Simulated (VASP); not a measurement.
# GaC3 (Pm-3m) in VASP: further runs

Runs on GaC3. Level: r2SCAN. Tasks: single point.

Program: VASP 6.6.1. These are calculated values, not measurements. Logs are shortened: lines on timing, memory, paths and dates and some standing lists are left out, and cuts for length are marked.

## (1) The cell of the first run

Symmetry: Pm-3m, No. 221, cubic system. The conventional cell has a = 3.289 Å, b = 3.289 Å, c = 3.289 Å, α = 90.00°, β = 90.00°, γ = 90.00°. Within 3.1 Å of Ga (site symmetry m-3m) lie 12 C at 2.33 Å. C (site symmetry 4/mmm) has 4 Ga at 2.33 Å and 8 C at 2.33 Å within 3.1 Å.

## (2) Single point, r2SCAN

POSCAR reads:

```
GaC3
1.0
    3.2891820287      0.0000000000      0.0000000000
    0.0000000000      3.2891820287      0.0000000000
    0.0000000000      0.0000000000      3.2891820287
Ga C
1 3
Direct
    0.0000000000      0.0000000000      0.0000000000
    0.0000000000      0.5000000000      0.5000000000
    0.5000000000      0.0000000000      0.5000000000
    0.5000000000      0.5000000000      0.0000000000
```

INCAR.step1 reads:

```
ALGO = Normal
EDIFF = 1E-4
ENCUT = 520
GGA = PE
ISMEAR = -1
LASPH = T
LCHARG = F
LREAL = F
LWAVE = T
NBANDS = 20
NELM = 60
PREC = Accurate
SIGMA = 0.1
```

INCAR.step2 reads:

```
ALGO = Normal
EDIFF = 1E-6
ENCUT = 520
ISIF = 2
ISMEAR = -1
ISTART = 1
LASPH = T
LCHARG = T
LELF = T
LMIXTAU = T
LREAL = F
LVHAR = T
LWAVE = F
METAGGA = R2SCAN
NBANDS = 20
NELM = 60
PREC = Accurate
SIGMA = 0.1
```

KPOINTS reads:

```
k-points
0
Gamma
  7 7 7
```

Potentials or basis: VASP PAW PBE potentials, release 64 (Ga_d, C).

Started as:

```
$ cat potpaw_PBE.64/Ga_d/POTCAR potpaw_PBE.64/C/POTCAR > POTCAR
$ cp INCAR.step1 INCAR
$ mpirun -np 1 vasp_std > vasp.out
$ cp INCAR.step2 INCAR
$ mpirun -np 1 vasp_std > vasp.out
```

OUTCAR:

```text
EDIFF = 1E-6
   ENCUT = 520
   ISIF = 2
   ISMEAR = -1
   ISTART = 1
   LASPH = T
   LREAL = F
   METAGGA = R2SCAN
   NELM = 60
   PREC = Accurate

 ion  position               nearest neighbor table
   1  0.000  0.000  0.000-   2 2.33   3 2.33   4 2.33   2 2.33   3 2.33   2 2.33   4 2.33   2 2.33
                             3 2.33   4 2.33   3 2.33   4 2.33
   2  0.000  0.500  0.500-   1 2.33   1 2.33   1 2.33   1 2.33
   3  0.500  0.000  0.500-   1 2.33   1 2.33   1 2.33   1 2.33
   4  0.500  0.500  0.000-   1 2.33   1 2.33   1 2.33   1 2.33

  LATTYP: Found a simple cubic cell.
 ALAT       =     3.2891820287

  Lattice vectors:

 A1 = (   3.2891820287,   0.0000000000,   0.0000000000)
 A2 = (   0.0000000000,   3.2891820287,   0.0000000000)
 A3 = (   0.0000000000,   0.0000000000,   3.2891820287)

Analysis of symmetry for initial positions (statically):
=====================================================================
 Subroutine PRICEL returns:
 Original cell was already a primitive cell.

 Routine SETGRP: Setting up the symmetry group for a
 simple cubic supercell.

 Subroutine GETGRP returns: Found 48 space group operations
 (whereof 48 operations were pure point group operations)
 out of a pool of 48 trial point group operations.

The static configuration has the point symmetry O_h .

Analysis of symmetry for dynamics (positions and initial velocities):
=====================================================================
 Subroutine PRICEL returns:
 Original cell was already a primitive cell.

 Routine SETGRP: Setting up the symmetry group for a
 simple cubic supercell.

 Subroutine GETGRP returns: Found 48 space group operations
 (whereof 48 operations were pure point group operations)
 out of a pool of 48 trial point group operations.

The dynamic configuration has the point symmetry O_h .

 Subroutine INISYM returns: Found 48 space group operations
 (whereof 48 operations are pure point group operations),
 and found     1 'primitive' translations

----------------------------------------------------------------------------------------

                                     Primitive cell

  volume of cell :      35.5847

  direct lattice vectors                    reciprocal lattice vectors
     3.289182029  0.000000000  0.000000000     0.304026956  0.000000000  0.000000000
     0.000000000  3.289182029  0.000000000     0.000000000  0.304026956  0.000000000
     0.000000000  0.000000000  3.289182029     0.000000000  0.000000000  0.304026956

  length of vectors
     3.289182029  3.289182029  3.289182029     0.304026956  0.304026956  0.304026956

  position of ions in fractional coordinates (direct lattice)
     0.000000000  0.000000000  0.000000000
     0.000000000  0.500000000  0.500000000
     0.500000000  0.000000000  0.500000000
     0.500000000  0.500000000  0.000000000

  ion indices of the primitive-cell ions
   primitive index   ion index
                 1           1
                 2           2
                 3           3
                 4           4

----------------------------------------------------------------------------------------

 KPOINTS: k-points

Automatic generation of k-mesh.
 Grid dimensions read from file:
 generate k-points for:    7    7    7

 Generating k-lattice:

  Cartesian coordinates                     Fractional coordinates (reciprocal lattice)
     0.043432422  0.000000000  0.000000000     0.142857143  0.000000000  0.000000000
     0.000000000  0.043432422  0.000000000     0.000000000  0.142857143  0.000000000
     0.000000000  0.000000000  0.043432422     0.000000000  0.000000000  0.142857143

  Length of vectors
     0.043432422  0.043432422  0.043432422

  Shift w.r.t. Gamma in fractional coordinates (k-lattice)
     0.000000000  0.000000000  0.000000000

 Subroutine IBZKPT returns following result:
 ===========================================

 Found     20 irreducible k-points:

 Following reciprocal coordinates:
            Coordinates               Weight
  0.000000  0.000000  0.000000      1.000000
  0.142857  0.000000  0.000000      6.000000
  0.285714  0.000000  0.000000      6.000000
  0.428571  0.000000  0.000000      6.000000
  0.142857  0.142857  0.000000     12.000000
  0.285714  0.142857  0.000000     24.000000
[... 12 lines left out ...]
  0.428571  0.428571  0.285714     24.000000
  0.428571  0.428571  0.428571      8.000000
   k-points           NKPTS =     20   k-points in BZ     NKDIM =     20   number of bands    NBANDS=     20
   number of dos      NEDOS =    301   number of ions     NIONS =      4
   total plane-waves  NPLWV =  13824
   dimension x,y,z NGX =    24 NGY =   24 NGZ =   24
   dimension x,y,z NGXF=    48 NGYF=   48 NGZF=   48
   ions per type =               1   3
   NGX,Y,Z   is equivalent  to a cutoff of  12.13, 12.13, 12.13 a.u.
   NGXF,Y,Z  is equivalent  to a cutoff of  24.26, 24.26, 24.26 a.u.
 SYSTEM =  unknown system
   PREC   = accura    normal or accurate (medium, high low for compatibility)
   ISTART =      1    job   : 0-new  1-cont  2-samecut
   ICHARG =      0    charge: 1-file 2-atom 10-const
   ISPIN  =      1    spin polarized calculation?
   LNONCOLLINEAR =      F non collinear calculations
   LSORBIT =      F    spin-orbit coupling
   LASPH  =      T    aspherical Exc in radial PAW
   ENCUT  =  520.0 eV  38.22 Ry    6.18 a.u.   6.12  6.12  6.12*2*pi/ulx,y,z
   NELM   =     60;   NELMIN=  2; NELMDL=  0     # of ELM steps
   EDIFF  = 0.1E-05   stopping-criterion for ELM
   LREAL  =      F    real-space projection
   EDIFFG = 0.1E-04   stopping-criterion for IOM
   NSW    =      0    number of steps for IOM
   IBRION =     -1    ionic relax: 0-MD 1-quasi-New 2-CG
   NFREE  =      0    steps in history (QN), initial steepest desc. (CG)
   ISIF   =      2    stress and relaxation
   ISYM   =      2    0-nonsym 1-usesym 2-fastsym
   POTIM  = 0.5000    time-step for ionic-motion
   TEBEG  =    0.0;   TEEND  =   0.0 temperature during run
   PSTRESS=    0.0 pullay stress
   NELECT =      25.0000    total number of electrons
   NUPDOWN=      -1.0000    fix difference up-down
   EMIN   =  10.00;   EMAX   =-10.00  energy-range for DOS
   EFERMI =   0.00;   METHOD = LEGACY
   ISMEAR =    -1;   SIGMA  =   0.10  broadening in eV -4-tet -1-fermi 0-gaus
   EFERMI_NEDOS =   21; number of points for ismear=-14 and -15
   IALGO  =     38    algorithm
   IMIX   =      4    mixing-type and parameters
     AMIX     =   0.40;   BMIX     =  1.00
     AMIX_MAG =   1.60;   BMIX_MAG =  1.00
  volume/ion in A,a.u.               =       8.90        60.03
  Fermi-wavevector in a.u.,A,eV,Ry     =   1.455348  2.750209 28.817663  2.118039
  Thomas-Fermi vector in A             =   2.572393
   LORBIT       =      0    0 simple, 1 ext, 2 COOP (PROOUT), +10 PAW based schemes
   METAGGA = R2SCAN    functional components
   LHFCALC =     F    Hartree Fock is set to
   AEXX    =    0.0000 exact exchange contribution
   IVDW    =     0    specifies the selected vdW correction
   LEPSILON=     F    determine dielectric tensor
   LRPA    =     F    only Hartree local field effects (RPA)
 non-spin polarized calculation
  energy-cutoff  :      520.00
  volume of cell :       35.58
 maximum number of plane-waves:       970
   NGX = 13   NGY = 13   NGZ = 13

 number of electron      25.0000017 magnetization

 Free energy of the ion-electron system (eV)
  ---------------------------------------------------
  ext. energy  EPLUGINS =         0.00000000
  ---------------------------------------------------
  free energy    TOTEN  =       -27.88531151 eV

  energy without entropy =      -27.82830440  energy(sigma->0) =      -27.85680795

 E-fermi :   7.7224     XC(G=0): -13.7753

 val. band max:        7.6563952713   @ k =   0.2857   0.0000   0.0000
 cond. band min:       7.7723126354   @ k =   0.2857   0.1429   0.0000
 fundamental gap:      0.1159173641
 Fermi energy:         7.7224170564

 k-point     1 :       0.0000    0.0000    0.0000
  band No.  band energies     occupation
      1     -10.1299      2.00000
      2      -7.9687      2.00000
      3      -7.9687      2.00000
      4      -7.7471      2.00000
      5      -7.7471      2.00000
      6      -7.7471      2.00000
[... 12 lines left out ...]
     19      20.6827      0.00000
     20      20.6827      0.00000

 k-point     2 :       0.1429    0.0000    0.0000
  band No.  band energies     occupation
      1      -9.8739      2.00000
      2      -7.9585      2.00000
      3      -7.9507      2.00000
      4      -7.7693      2.00000
      5      -7.7693      2.00000
      6      -7.7461      2.00000
[... 12 lines left out ...]
     19      20.0685      0.00000
     20      21.0431      0.00000

 k-point     3 :       0.2857    0.0000    0.0000
  band No.  band energies     occupation
      1      -9.1264      2.00000
      2      -7.9356      2.00000
      3      -7.9010      2.00000
      4      -7.8180      2.00000
      5      -7.8180      2.00000
      6      -7.7437      2.00000
[... 12 lines left out ...]
     19      18.7084      0.00000
     20      19.6849      0.00000

 k-point     4 :       0.4286    0.0000    0.0000
  band No.  band energies     occupation
      1      -8.1564      2.00000
      2      -7.9172      2.00000
      3      -7.8561      2.00000
      4      -7.8561      2.00000
      5      -7.7418      2.00000
      6      -7.6770      2.00000
[... 12 lines left out ...]
     19      16.9361      0.00000
     20      18.7871      0.00000

 k-point     5 :       0.1429    0.1429    0.0000
  band No.  band energies     occupation
      1      -9.6223      2.00000
      2      -7.9464      2.00000
      3      -7.9344      2.00000
      4      -7.7881      2.00000
      5      -7.7707      2.00000
      6      -7.7646      2.00000
[... 12 lines left out ...]
     19      19.5619      0.00000
     20      20.0790      0.00000

 k-point     6 :       0.2857    0.1429    0.0000
  band No.  band energies     occupation
      1      -8.9012      2.00000
      2      -7.9299      2.00000
      3      -7.8967      2.00000
      4      -7.8155      2.00000
      5      -7.7927      2.00000
      6      -7.7638      2.00000
[... 12 lines left out ...]
     19      18.0240      0.00000
     20      18.6603      0.00000

 k-point     7 :       0.4286    0.1429    0.0000
  band No.  band energies     occupation
      1      -8.1182      2.00000
      2      -7.9506      2.00000
      3      -7.8929      2.00000
      4      -7.8525      2.00000
      5      -7.7611      2.00000
      6      -7.3656      2.00000
[... 12 lines left out ...]
     19      17.0577      0.00000
     20      17.6640      0.00000
[... 185 lines left out ...]
 k-point    16 :       0.4286    0.4286    0.1429
  band No.  band energies     occupation
      1      -8.2175      2.00000
      2      -7.9048      2.00000
      3      -7.8970      2.00000
      4      -7.8422      2.00000
      5      -7.6991      2.00000
      6      -5.2232      2.00000
[... 12 lines left out ...]
     19      17.1882      0.00000
     20      20.0352      0.00000

 k-point    17 :       0.2857    0.2857    0.2857
  band No.  band energies     occupation
      1      -8.1758      2.00000
      2      -7.9445      2.00000
      3      -7.9445      2.00000
      4      -7.7901      2.00000
      5      -7.7901      2.00000
      6      -6.7692      2.00000
[... 12 lines left out ...]
     19      16.6996      0.00000
     20      21.1199      0.00000

 k-point    18 :       0.4286    0.2857    0.2857
  band No.  band energies     occupation
      1      -8.1395      2.00000
      2      -8.0021      2.00000
      3      -7.9565      2.00000
      4      -7.7815      2.00000
      5      -7.7391      2.00000
      6      -5.6197      2.00000
[... 12 lines left out ...]
     19      18.6362      0.00000
     20      20.5091      0.00000

 k-point    19 :       0.4286    0.4286    0.2857
  band No.  band energies     occupation
      1      -8.1586      2.00000
      2      -8.0203      2.00000
      3      -8.0122      2.00000
      4      -7.7551      2.00000
      5      -7.6912      2.00000
      6      -4.4568      2.00000
[... 12 lines left out ...]
     19      20.0676      0.00000
     20      21.4332      0.00000

 k-point    20 :       0.4286    0.4286    0.4286
  band No.  band energies     occupation
      1      -8.1203      2.00000
      2      -8.0916      2.00000
      3      -8.0916      2.00000
      4      -7.6860      2.00000
      5      -7.6860      2.00000
      6      -3.3196      2.00000
[... 12 lines left out ...]
     19      21.8196      0.00000
     20      22.4930      0.00000

------------------------ aborting loop because EDIFF is reached ----------------------------------------

  FORCE on cell =-STRESS in cart. coord.  units (eV):
  Direction    XX          YY          ZZ          XY          YZ          ZX
  --------------------------------------------------------------------------------------
  -------------------------------------------------------------------------------------
  Total        0.9957001      0.9957001      0.9957001     -0.0000000      0.0000000      0.0000000
  in kB       44.8306900     44.8306900     44.8306900     -0.0000000      0.0000000      0.0000000
  external PRESSURE =      44.8306900 kB  Pullay stress =       0.0000000 kB

 VOLUME and BASIS-vectors are now :
 -----------------------------------------------------------------------------
  energy-cutoff  :      520.00
  volume of cell :       35.58
      direct lattice vectors                 reciprocal lattice vectors
     3.289182029  0.000000000  0.000000000     0.304026956  0.000000000  0.000000000
     0.000000000  3.289182029  0.000000000     0.000000000  0.304026956  0.000000000
     0.000000000  0.000000000  3.289182029     0.000000000  0.000000000  0.304026956

 POSITION                                       TOTAL-FORCE (eV/Angst)
 -----------------------------------------------------------------------------------
      0.00000      0.00000      0.00000         0.000000      0.000000      0.000000
      0.00000      1.64459      1.64459         0.000000      0.000000      0.000000
      1.64459      0.00000      1.64459         0.000000      0.000000      0.000000
      1.64459      1.64459      0.00000         0.000000      0.000000      0.000000
 -----------------------------------------------------------------------------------
    total drift:                               -0.000000     -0.000000     -0.000000

  FREE ENERGIE OF THE ION-ELECTRON SYSTEM (eV)
  ---------------------------------------------------
  free  energy   TOTEN  =       -27.8853115063 eV

  energy  without entropy=      -27.8283044013  energy(sigma->0) =      -27.85680795
```

It took 24 s on 1 thread of Intel Xeon Platinum 8559C (Emerald Rapids), shared host; peak memory 0.14 GiB.

The run converged, but its numbers aren't listed here, since they failed a check.

Caveat: the PAW data sets were made with another functional, which shifts forces and pressure a little.

## (3) Single point, r2SCAN

This run uses another cell than the first one, of 9.14 Å³/atom, 1.027 times its volume.

POSCAR reads:

```
GaC3
1.0
    3.3189500000      0.0000000000      0.0000000000
    0.0000000000      3.3189500000      0.0000000000
    0.0000000000      0.0000000000      3.3189500000
Ga C
1 3
Direct
    0.0000000000      0.0000000000      0.0000000000
    0.0000000000      0.5000000000      0.5000000000
    0.5000000000      0.0000000000      0.5000000000
    0.5000000000      0.5000000000      0.0000000000
```

INCAR.step1 reads:

```
PREC     = Accurate       # precision mode
ENCUT    = 520            # plane-wave cutoff, eV
ISMEAR   = -1             # smearing method
SIGMA    = 0.1            # smearing width, eV
LREAL    = False          # projectors in reciprocal space
LASPH    = True           # aspherical terms in the spheres
NELM     = 100            # most SCF steps
NBANDS   = 20             # bands
GGA      = PE             # functional
ALGO     = Normal         # electronic algorithm
EDIFF    = 1E-4           # SCF threshold, eV
LWAVE    = True           # write WAVECAR
LCHARG   = False          # write CHGCAR
```

INCAR.step2 reads:

```
PREC     = Accurate       # precision mode
ENCUT    = 520            # plane-wave cutoff, eV
EDIFF    = 1E-6           # SCF threshold, eV
ISMEAR   = -1             # smearing method
SIGMA    = 0.1            # smearing width, eV
LREAL    = False          # projectors in reciprocal space
LASPH    = True           # aspherical terms in the spheres
NELM     = 100            # most SCF steps
ALGO     = Normal         # electronic algorithm
ISIF     = 2              # what is computed and relaxed
LWAVE    = False          # write WAVECAR
LCHARG   = False          # write CHGCAR
METAGGA  = R2SCAN         # meta-GGA
LMIXTAU  = True         
NBANDS   = 20             # bands
ISTART   = 1
```

KPOINTS reads:

```
regular mesh
0
Gamma
  7 7 7
```

Potentials or basis: VASP PAW PBE potentials, release 64 (Ga_d, C).

Started as:

```
$ cat potpaw_PBE.64/Ga_d/POTCAR potpaw_PBE.64/C/POTCAR > POTCAR
$ cp INCAR.step1 INCAR
$ mpirun -np 1 vasp_std > vasp.out
$ cp INCAR.step2 INCAR
$ mpirun -np 1 vasp_std > vasp.out
```

Wall time 45 s (1 thread of Intel Xeon Platinum 8559C (Emerald Rapids), shared host); peak memory 0.16 GiB.

The run converged. Its results:

| Quantity | Value |
| --- | --- |
| Free energy | -27.8978 eV |
| Pressure | -0.2 GPa |

Levels at points of the mesh, in eV from the Fermi level:
| k point | band 9 | band 10 | band 11 | band 12 | band 13 | band 14 | band 15 | band 16 |
| --- | --- | --- | --- | --- | --- | --- | --- | --- |
| (0.00, 0.00, 0.00) | -5.67 | -5.67 | -5.67 | 0.37 | 1.38 | 1.38 | 1.38 | 4.28 |

Caveat: the PAW data sets were made with another functional, which shifts forces and pressure a little.

## (4) Single point, r2SCAN

This run uses another cell than the first one, of 9.38 Å³/atom, 1.055 times its volume.

POSCAR reads:

```
GaC3
1.0
    3.3481933570      0.0000000000      0.0000000000
    0.0000000000      3.3481933570      0.0000000000
    0.0000000000      0.0000000000      3.3481933570
Ga C
1 3
Direct
    0.0000000000      0.0000000000      0.0000000000
    0.0000000000      0.5000000000      0.5000000000
    0.5000000000      0.0000000000      0.5000000000
    0.5000000000      0.5000000000      0.0000000000
```

INCAR.step1 reads:

```
SYSTEM = GaC3
ALGO = Normal
EDIFF = 1E-4
ENCUT = 520
GGA = PE
ISMEAR = -1
LASPH = .True.
LCHARG = .False.
LREAL = .False.
LWAVE = .True.
NBANDS = 20
NELM = 80
PREC = Accurate
SIGMA = 0.1
```

INCAR.step2 reads:

```
SYSTEM = GaC3
ALGO = Normal
EDIFF = 1E-7
ENCUT = 520
ISIF = 2
ISMEAR = -1
ISTART = 1
LASPH = .True.
LCHARG = .False.
LMIXTAU = .True.
LREAL = .False.
LWAVE = .False.
METAGGA = R2SCAN
NBANDS = 20
NELM = 80
PREC = Accurate
SIGMA = 0.1
```

KPOINTS reads:

```
k-points
0
Gamma
  7 7 7
  0 0 0
```

Started as:

```
$ cat potpaw_PBE.64/Ga_d/POTCAR potpaw_PBE.64/C/POTCAR > POTCAR
$ cp INCAR.step1 INCAR
$ mpirun -np 1 vasp_std > vasp.out
$ cp INCAR.step2 INCAR
$ mpirun -np 1 vasp_std > vasp.out
```

Run time: 50 s. Hardware: 1 thread of Intel Xeon Platinum 8559C (Emerald Rapids), shared host; peak memory 0.17 GiB.

Results (log left out):

```
Free energy : -27.8837 eV
Pressure    : -4.2 GPa
```

Levels at points of the mesh, in eV from the Fermi level:
```csv
k point,band 9,band 10,band 11,band 12,band 13,band 14,band 15,band 16
"(0.00, 0.00, 0.00)",-5.51,-5.51,-5.51,0.25,1.37,1.37,1.37,4.18
```

Caveat: the PAW data sets were made with another functional, which shifts forces and pressure a little.

(Part 1 of 2 ends here.)
